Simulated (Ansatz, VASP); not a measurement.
Two plane-wave programs on MgO

The input INCAR:

```
SYSTEM = MgO
  PREC = Accurate
  ENCUT = 520
  EDIFF = 1E-6
  ISMEAR = 0
  SIGMA = 0.05
  LREAL = .False.
  LASPH = .True.
  NELM = 80
  ALGO = Normal
  ISIF = 2
  LWAVE = .False.
  LCHARG = .True.
  GGA = PS
  LELF = .True.
  LVHAR = .True.
  NBANDS = 11
```

Contents of KPOINTS:

```
Automatic mesh
0
Gamma
  10 10 10
  0 0 0
```

The input POSCAR:

```
MgO
1.0
    0.0000000000      2.1250890106      2.1250890106
    2.1250890106      0.0000000000      2.1250890106
    2.1250890106      2.1250890106      0.0000000000
Mg O
1 1
Direct
    0.0000000000      0.0000000000      0.0000000000
    0.5000000000      0.5000000000      0.5000000000
```

Input for Ansatz:

```yaml
crystal:
  lattice:
    - [0.0, 2.1250890106, 2.1250890106]
    - [2.1250890106, 0.0, 2.1250890106]
    - [2.1250890106, 2.1250890106, 0.0]
  atoms:
    - { symbol: Mg, position: [0.0, 0.0, 0.0] }
    - { symbol: O, position: [0.5, 0.5, 0.5] }
basis:
  ecutwfc: 520.0
kpoints:
  mp_grid: { grid: [10, 10, 10] }
hamiltonian:
  xc: pbesol
  pseudopotentials: { kind: paw, azcp: { folder: soft_1 } }
scf:
  occupations: { method: gaussian, width: 0.05 }
output:
  forces: true
  stress: true
  eigenvalues: true
```

Change from the starting cell: mode 6 frozen in at +0.000 Å, equal normal strain along x, y and z +0.0083.

Alike in both runs: task single point; functional PBEsol; k mesh 10 × 10 × 10; occupations gaussian, width 0.05 eV; no spin polarisation.

|  | VASP | Ansatz |
| --- | --- | --- |
| version | VASP 6.6.1 | Ansatz 0.2.0 |
| potentials or method | VASP PAW PBE potentials, release 64 (Mg, O), cutoff 520 eV | scalar-relativistic, plane waves, PAW |
| valence electrons in the cell | 8 | 16 |

VASP gave:

| Quantity | Value |
| --- | --- |
| gap on the k mesh at the Fermi level (eV) | 4.38 |
| least direct gap on the mesh (eV) | 4.38 |
| pressure (GPa) | -4.4 |

Estimate Ansatz's values.

gap on the k mesh at the Fermi level (eV): 4.39; least direct gap on the mesh (eV): 4.39; pressure (GPa): -3.7.

VASP's potentials were made for PBE, not for PBEsol, and Ansatz warns of the same on its side. The functional is the same, so the differences come from potentials, cutoffs and numerics. VASP's potentials hold 8 valence electrons a cell and Ansatz's 16, so a difference there can come from the potentials and not from the codes.
